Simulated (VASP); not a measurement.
A run of VASP 6.6.1:

File INCAR:

```
SYSTEM = YRh
PREC = Accurate
ENCUT = 600
EDIFF = 1E-6
ISMEAR = -1
SIGMA = 0.08
LREAL = .False.
LASPH = .True.
NELM = 60
ALGO = Normal
ISIF = 3
LWAVE = .False.
LCHARG = .False.
GGA = PS
IBRION = 2
NSW = 100
EDIFFG = -0.002
PSTRESS = 70.0
```

File KPOINTS:

```
Automatic mesh
0
Gamma
  14 14 14
  0 0 0
```

POSCAR

```
YRh
1.0
    3.3833165808      0.0000000000      0.0000000000
    0.0000000000      3.3833165808      0.0000000000
    0.0000000000      0.0000000000      3.3833165808
Y Rh
1 1
Direct
    0.5000000000      0.5000000000      0.5000000000
    0.0000000000      0.0000000000      0.0000000000
```

Potentials or basis: VASP PAW PBE potentials, release 64 (Y_sv, Rh_pv).

Run with:

```sh
$ cat potpaw_PBE.64/Y_sv/POTCAR potpaw_PBE.64/Rh_pv/POTCAR > POTCAR
$ mpirun -np 1 vasp_std > vasp.out
```

Hardware: 1 thread of Oxide Virtual Turin-like Processor, on a shared host.

Problem. Estimate the wall time of this run.

Solution. It took 3.6 min on 1 thread of Oxide Virtual Turin-like Processor, on a shared host, peak memory 0.24 GiB. Counts: scf iterations 43, k points 120, ion steps 4.
